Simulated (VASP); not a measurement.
Input of a VASP 6.6.1 run:

The input INCAR:

```
PREC     = Accurate       # precision mode
ENCUT    = 520            # plane-wave cutoff, eV
EDIFF    = 1E-6           # SCF threshold, eV
ISMEAR   = -1             # smearing method
SIGMA    = 0.05           # smearing width, eV
LREAL    = Auto         
LASPH    = True           # aspherical terms in the spheres
NELM     = 60             # most SCF steps
ALGO     = Normal         # electronic algorithm
ISIF     = 2              # what is computed and relaxed
LWAVE    = False          # write WAVECAR
LCHARG   = False          # write CHGCAR
GGA      = PE             # functional
NBANDS   = 34             # bands
```

The input KPOINTS:

```
regular mesh
0
Gamma
  1 1 1
```

The input POSCAR:

```
H11NO4
1.0
    5.2305400000      0.0000000000      0.0000000000
    0.0000000000      5.2305400000      0.0000000000
    0.0000000000      0.0000000000      5.2305400000
O H N
4 11 1
Direct
    0.7023940167      0.8618230622      0.4996233658
    0.8310805385      0.6790885836      1.0351894833
    0.2842153965      0.5198316044      0.3482623209
    0.5464062984      0.2600113946     -0.0395943822
    0.7450664750      0.8373131646      0.3126445835
    0.5613569536      0.7461562286      0.5174035568
    0.8687630723      0.7311099810      0.8572919813
    0.7476092335      0.4987439155      1.0201432357
    0.1452622483      0.5902449843      0.2609864373
    0.1731752362      0.3999395856      0.4667204533
    0.4407575508      0.3672278579      0.0818462338
    0.5695779021      0.1130284827      0.0732237972
    0.2683852910      0.0844654663      0.6684969430
    0.0653278629      0.2698956513      0.8670997641
   -0.0424430365      0.0621924314      0.6193624368
    0.0927820072      0.1916436926      0.6829313991
```

Potentials or basis: VASP PAW PBE potentials, release 64 (O, H, N).

The run is started by

```sh
$ cat potpaw_PBE.64/O/POTCAR potpaw_PBE.64/H/POTCAR potpaw_PBE.64/N/POTCAR > POTCAR
$ mpirun -np 1 vasp_gam > vasp.out
```

Q: What does it give for the largest force?

A: 2.916 eV/Å.

Q: Estimate the pressure.

A: -0.3 GPa.

Q: Estimate the band gap on the k mesh.

A: 4.09 eV.

Stress tensor (GPa, compression positive):
```
 2.00  0.36  2.45
 0.36 -0.46 -2.70
 2.45 -2.70 -2.37
```

Caveat: the k points lie up to 1.20 Å⁻¹ apart.
